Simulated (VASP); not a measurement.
# SbRh3N4 (P-43m) in VASP: further runs, part 2 of 2

VASP 6.6.1.

## Step 3: Relaxation of cell and atoms, PBEsol

This run uses another cell than the first one, of 10.24 Å³/atom, 0.790 times its volume.

INCAR

```
SYSTEM = SbRh3N4
ALGO     = Normal         ! electronic algorithm
EDIFF    = 1E-6           ! SCF threshold, eV
EDIFFG   = -0.01          ! ionic threshold
ENCUT    = 600            ! plane-wave cutoff, eV
GGA      = PS             ! functional
IBRION   = 2              ! ionic algorithm
ISIF     = 3              ! what is computed and relaxed
ISMEAR   = -1             ! smearing method
LASPH    = .TRUE.         ! aspherical terms in the spheres
LCHARG   = .FALSE.        ! write CHGCAR
LREAL    = .FALSE.        ! projectors in reciprocal space
LWAVE    = .FALSE.        ! write WAVECAR
NELM     = 60             ! most SCF steps
NSW      = 100            ! ionic steps
PREC     = Accurate       ! precision mode
SIGMA    = 0.03           ! smearing width, eV
```

KPOINTS

```
k-points
0
G
  6 6 6
  0 0 0
```

POSCAR

```
SbRh3N4
1.0
    4.3432330000      0.0000000000      0.0000000000
    0.0000000000      4.3432330000      0.0000000000
    0.0000000000      0.0000000000      4.3432330000
Sb Rh N
1 3 4
Direct
    0.0000000000      0.0000000000      0.0000000000
    0.0000000000      0.5000000000      0.5000000000
    0.5000000000      0.0000000000      0.5000000000
    0.5000000000      0.5000000000      0.0000000000
    0.2498341100      0.2498341100      0.2498341100
    0.7501658900      0.7501658900      0.2498341100
    0.2498341100      0.7501658900      0.7501658900
    0.7501658900      0.2498341100      0.7501658900
```

Potentials or basis: VASP PAW PBE potentials, release 64 (Sb, Rh_pv, N).

On the command line:

```
$ cat potpaw_PBE.64/Sb/POTCAR potpaw_PBE.64/Rh_pv/POTCAR potpaw_PBE.64/N/POTCAR > POTCAR
$ mpirun -np 1 vasp_std > vasp.out
```

OUTCAR:

```text
SYSTEM = SbRh3N4
   EDIFF = 1E-6
   EDIFFG = -0.01
   ENCUT = 600
   GGA = PS
   IBRION = 2
   ISIF = 3
   ISMEAR = -1
   LASPH = .TRUE.
   LREAL = .FALSE.
   NELM = 60
   NSW = 100
   PREC = Accurate

 ion  position               nearest neighbor table
   1  0.000  0.000  0.000-   5 1.88   6 1.88   7 1.88   8 1.88   3 3.07   4 3.07   2 3.07   2 3.07
                             3 3.07   2 3.07   4 3.07   2 3.07   3 3.07   4 3.07   3 3.07   4 3.07
   2  0.000  0.500  0.500-   5 1.88   6 1.88   7 1.88   8 1.88   3 3.07   4 3.07   1 3.07   1 3.07
                             4 3.07   1 3.07   3 3.07   1 3.07   3 3.07   4 3.07   4 3.07   3 3.07
   3  0.500  0.000  0.500-   5 1.88   6 1.88   7 1.88   8 1.88   2 3.07   4 3.07   1 3.07   1 3.07
                             4 3.07   2 3.07   4 3.07   4 3.07   1 3.07   2 3.07   1 3.07   2 3.07
   4  0.500  0.500  0.000-   5 1.88   6 1.88   7 1.88   8 1.88   2 3.07   3 3.07   1 3.07   2 3.07
                             3 3.07   1 3.07   3 3.07   3 3.07   1 3.07   2 3.07   2 3.07   1 3.07
   5  0.250  0.250  0.250-   1 1.88   2 1.88   3 1.88   4 1.88
   6  0.750  0.750  0.250-   1 1.88   2 1.88   3 1.88   4 1.88
   7  0.250  0.750  0.750-   1 1.88   2 1.88   3 1.88   4 1.88
   8  0.750  0.250  0.750-   1 1.88   2 1.88   3 1.88   4 1.88

  LATTYP: Found a simple cubic cell.
 ALAT       =     4.3432330000

  Lattice vectors:

 A1 = (   4.3432330000,   0.0000000000,   0.0000000000)
 A2 = (   0.0000000000,   4.3432330000,   0.0000000000)
 A3 = (   0.0000000000,   0.0000000000,   4.3432330000)

Analysis of symmetry for initial positions (statically):
=====================================================================
 Subroutine PRICEL returns:
 Original cell was already a primitive cell.

 Routine SETGRP: Setting up the symmetry group for a
 simple cubic supercell.

 Subroutine GETGRP returns: Found 24 space group operations
 (whereof 24 operations were pure point group operations)
 out of a pool of 48 trial point group operations.

The static configuration has the point symmetry T_d .

Analysis of symmetry for dynamics (positions and initial velocities):
=====================================================================
 Subroutine PRICEL returns:
 Original cell was already a primitive cell.

 Routine SETGRP: Setting up the symmetry group for a
 simple cubic supercell.

 Subroutine GETGRP returns: Found 24 space group operations
 (whereof 24 operations were pure point group operations)
 out of a pool of 48 trial point group operations.

The dynamic configuration has the point symmetry T_d .

 Subroutine INISYM returns: Found 24 space group operations
 (whereof 24 operations are pure point group operations),
 and found     1 'primitive' translations

----------------------------------------------------------------------------------------

                                     Primitive cell

  volume of cell :      81.9293

  direct lattice vectors                    reciprocal lattice vectors
     4.343233000  0.000000000  0.000000000     0.230243231  0.000000000  0.000000000
     0.000000000  4.343233000  0.000000000     0.000000000  0.230243231  0.000000000
     0.000000000  0.000000000  4.343233000     0.000000000  0.000000000  0.230243231

  length of vectors
     4.343233000  4.343233000  4.343233000     0.230243231  0.230243231  0.230243231

  position of ions in fractional coordinates (direct lattice)
     0.000000000  0.000000000  0.000000000
     0.000000000  0.500000000  0.500000000
     0.500000000  0.000000000  0.500000000
     0.500000000  0.500000000  0.000000000
     0.249834110  0.249834110  0.249834110
     0.750165890  0.750165890  0.249834110
     0.249834110  0.750165890  0.750165890
     0.750165890  0.249834110  0.750165890

  ion indices of the primitive-cell ions
[... 24 lines left out ...]

  Length of vectors
     0.038373872  0.038373872  0.038373872

  Shift w.r.t. Gamma in fractional coordinates (k-lattice)
     0.000000000  0.000000000  0.000000000

 Subroutine IBZKPT returns following result:
 ===========================================

 Found     20 irreducible k-points:

 Following reciprocal coordinates:
            Coordinates               Weight
  0.000000  0.000000  0.000000      1.000000
  0.166667  0.000000  0.000000      6.000000
  0.333333  0.000000  0.000000      6.000000
  0.500000  0.000000  0.000000      3.000000
  0.166667  0.166667  0.000000     12.000000
  0.333333  0.166667  0.000000     24.000000
[... 12 lines left out ...]
  0.500000  0.500000  0.333333      6.000000
  0.500000  0.500000  0.500000      1.000000
   k-points           NKPTS =     20   k-points in BZ     NKDIM =     20   number of bands    NBANDS=     42
   number of dos      NEDOS =    301   number of ions     NIONS =      8
   total plane-waves  NPLWV =  46656
   dimension x,y,z NGX =    36 NGY =   36 NGZ =   36
   dimension x,y,z NGXF=    72 NGYF=   72 NGZF=   72
   ions per type =               1   3   4
   NGX,Y,Z   is equivalent  to a cutoff of  13.78, 13.78, 13.78 a.u.
   NGXF,Y,Z  is equivalent  to a cutoff of  27.56, 27.56, 27.56 a.u.
 SYSTEM =  SbRh3N4
   PREC   = accura    normal or accurate (medium, high low for compatibility)
   ISTART =      0    job   : 0-new  1-cont  2-samecut
   ICHARG =      2    charge: 1-file 2-atom 10-const
   ISPIN  =      1    spin polarized calculation?
   LNONCOLLINEAR =      F non collinear calculations
   LSORBIT =      F    spin-orbit coupling
   LASPH  =      T    aspherical Exc in radial PAW
   ENCUT  =  600.0 eV  44.10 Ry    6.64 a.u.   8.67  8.67  8.67*2*pi/ulx,y,z
   NELM   =     60;   NELMIN=  2; NELMDL= -5     # of ELM steps
   EDIFF  = 0.1E-05   stopping-criterion for ELM
   LREAL  =      F    real-space projection
   EDIFFG = -.1E-01   stopping-criterion for IOM
   NSW    =    100    number of steps for IOM
   IBRION =      2    ionic relax: 0-MD 1-quasi-New 2-CG
   NFREE  =      1    steps in history (QN), initial steepest desc. (CG)
   ISIF   =      3    stress and relaxation
   ISYM   =      2    0-nonsym 1-usesym 2-fastsym
   POTIM  = 0.5000    time-step for ionic-motion
   TEBEG  =    0.0;   TEEND  =   0.0 temperature during run
   PSTRESS=    0.0 pullay stress
   NELECT =      70.0000    total number of electrons
   NUPDOWN=      -1.0000    fix difference up-down
   EMIN   =  10.00;   EMAX   =-10.00  energy-range for DOS
   EFERMI =   0.00;   METHOD = LEGACY
   ISMEAR =    -1;   SIGMA  =   0.03  broadening in eV -4-tet -1-fermi 0-gaus
   EFERMI_NEDOS =   21; number of points for ismear=-14 and -15
   IALGO  =     38    algorithm
   IMIX   =      4    mixing-type and parameters
     AMIX     =   0.40;   BMIX     =  1.00
     AMIX_MAG =   1.60;   BMIX_MAG =  1.00
  volume/ion in A,a.u.               =      10.24        69.11
  Fermi-wavevector in a.u.,A,eV,Ry     =   1.553440  2.935575 32.833235  2.413175
  Thomas-Fermi vector in A             =   2.657670
   LORBIT       =      0    0 simple, 1 ext, 2 COOP (PROOUT), +10 PAW based schemes
   GGA     = PS    functional components
   LHFCALC =     F    Hartree Fock is set to
   AEXX    =    0.0000 exact exchange contribution
   IVDW    =     0    specifies the selected vdW correction
   LEPSILON=     F    determine dielectric tensor
   LRPA    =     F    only Hartree local field effects (RPA)
 conjugate gradient relaxation of ions
 non-spin polarized calculation
  energy-cutoff  :      600.00
  volume of cell :       81.93
 maximum number of plane-waves:      2800
 NGX is ok and might be reduce to    36
   NGX = 17   NGY = 17   NGZ = 17

--------------------------------------- Ionic step        1  -------------------------------------------

 number of electron      70.0000008 magnetization

 Free energy of the ion-electron system (eV)
  ---------------------------------------------------
  ext. energy  EPLUGINS =         0.00000000
  ---------------------------------------------------
  free energy    TOTEN  =       -53.83908359 eV

  energy without entropy =      -53.82274276  energy(sigma->0) =      -53.83091318

 E-fermi :  12.9532     XC(G=0): -13.4162

 val. band max:       12.9529897197   @ k =   0.3333   0.0000   0.0000
 cond. band min:      13.0182778595   @ k =   0.3333   0.1667   0.0000
 fundamental gap:      0.0652881399
 Fermi energy:        12.9532495510
[... 1924 lines left out ...]
  FREE ENERGIE OF THE ION-ELECTRON SYSTEM (eV)
  ---------------------------------------------------
  free  energy   TOTEN  =       -57.9574144312 eV

  energy  without entropy=      -57.9320110022  energy(sigma->0) =      -57.94471272

[... ionic steps 4 to 8 ...]

--------------------------------------- Ionic step        9  -------------------------------------------

 number of electron      69.9999989 magnetization

------------------------ aborting loop because EDIFF is reached ----------------------------------------
[... 79 lines left out ...]
--------------------------------------- Ionic step       11  -------------------------------------------

 number of electron      69.9999988 magnetization

 Free energy of the ion-electron system (eV)
  ---------------------------------------------------
  ext. energy  EPLUGINS =         0.00000000
  ---------------------------------------------------
  free energy    TOTEN  =       -58.10559688 eV

  energy without entropy =      -58.08202198  energy(sigma->0) =      -58.09380943

 E-fermi :   8.7706     XC(G=0): -12.0796

 val. band max:        8.7596083238   @ k =   0.1667   0.1667   0.1667
 cond. band min:       8.7956454309   @ k =   0.3333   0.1667   0.1667
 fundamental gap:      0.0360371071
 Fermi energy:         8.7706157618
[... 933 lines left out ...]
  FREE ENERGIE OF THE ION-ELECTRON SYSTEM (eV)
  ---------------------------------------------------
  free  energy   TOTEN  =       -58.1055968788 eV

  energy  without entropy=      -58.0820219821  energy(sigma->0) =      -58.09380943

 reached required accuracy - stopping structural energy minimisation
```

Run time: 6.4 min. Hardware: 1 thread of Intel Xeon Platinum 8375C at 2.90GHz (Ice Lake), shared host; peak memory 0.26 GiB.

Results:

| Property | Result |
| --- | --- |
| Free energy | -58.1056 eV |
| Relaxed volume | 12.97 Å³/atom |
| Relaxed cell | a = 4.699 Å, b = 4.699 Å, c = 4.699 Å, α = 90.00°, β = 90.00°, γ = 90.00° |
| Space group after relaxing (to 0.05 Å) | P-43m (No. 215) |
| Energy gained by relaxing | 533.3 meV/atom |
| Ionic steps | 11 |
| Pressure after relaxing | -0.1 GPa |
| Largest force after relaxing | 0.009 eV/Å |
| Band gap on the k mesh | zero (band 35 reaches 9.02 eV, above the bottom of band 36 at 8.42 eV) |

Forces in eV/Å, atoms in the order of the input:
```
Sb   0.000  0.000  0.000
Rh   0.000  0.000  0.000
Rh   0.000  0.000  0.000
Rh   0.000  0.000  0.000
N    0.005  0.005  0.005
N   -0.005 -0.005  0.005
N    0.005 -0.005 -0.005
N   -0.005  0.005 -0.005
```

Step by step:
```
step  energy change (eV)  largest force (eV/Å)  pressure (GPa)  volume (Å³)
   1              0.0000                1.2710           77.13        81.93
   2              3.3470                0.6392          -32.76       155.39
   3             -4.1183                0.7690           -5.65       106.39
   4             -4.1644                0.7627           -2.10       104.27
   5             -4.1692                0.7594           -0.37       103.32
   6             -4.2403                0.3612            0.38       103.15
   7             -4.2631                0.0157            1.36       102.97
   8             -4.2619                0.0204           -1.61       104.65
   9             -4.2665                0.0173           -0.03       103.74
  10             -4.2665                0.0179           -0.06       103.76
  11             -4.2665                0.0089           -0.08       103.76
```

Final structure:
```
Sb Rh N
1.0
     4.69905    0.00000    0.00000
     0.00000    4.69905    0.00000
     0.00000    0.00000    4.69905
Sb Rh N
1 3 4
Direct
  0.00000 0.00000 0.00000
  0.00000 0.50000 0.50000
  0.50000 0.00000 0.50000
  0.50000 0.50000 0.00000
  0.26204 0.26204 0.26204
  0.73796 0.73796 0.26204
  0.26204 0.73796 0.73796
  0.73796 0.26204 0.73796
```

Levels at points of the mesh, in eV from the Fermi level:
| k point | band 32 | band 33 | band 34 | band 35 | band 36 | band 37 | band 38 | band 39 |
| --- | --- | --- | --- | --- | --- | --- | --- | --- |
| (0.00, 0.00, 0.00) | -1.83 | -1.29 | -1.29 | -0.35 | -0.35 | -0.35 | -0.04 | 2.12 |
| (0.50, 0.00, 0.00) | -1.58 | -0.76 | -0.17 | 0.25 | 0.44 | 0.44 | 1.08 | 1.34 |
| (0.50, 0.50, 0.00) | -1.72 | -0.73 | -0.69 | -0.69 | -0.04 | 0.96 | 1.25 | 1.25 |
| (0.50, 0.50, 0.50) | -2.21 | -0.20 | -0.20 | -0.20 | -0.02 | 1.01 | 1.01 | 1.86 |

Caveat: the volume moved by over 15 % at a fixed basis, so the end points are rough; the PAW data sets were made with another functional, which shifts forces and pressure a little; spin-orbit coupling is left out, which moves the levels of the heavy elements.
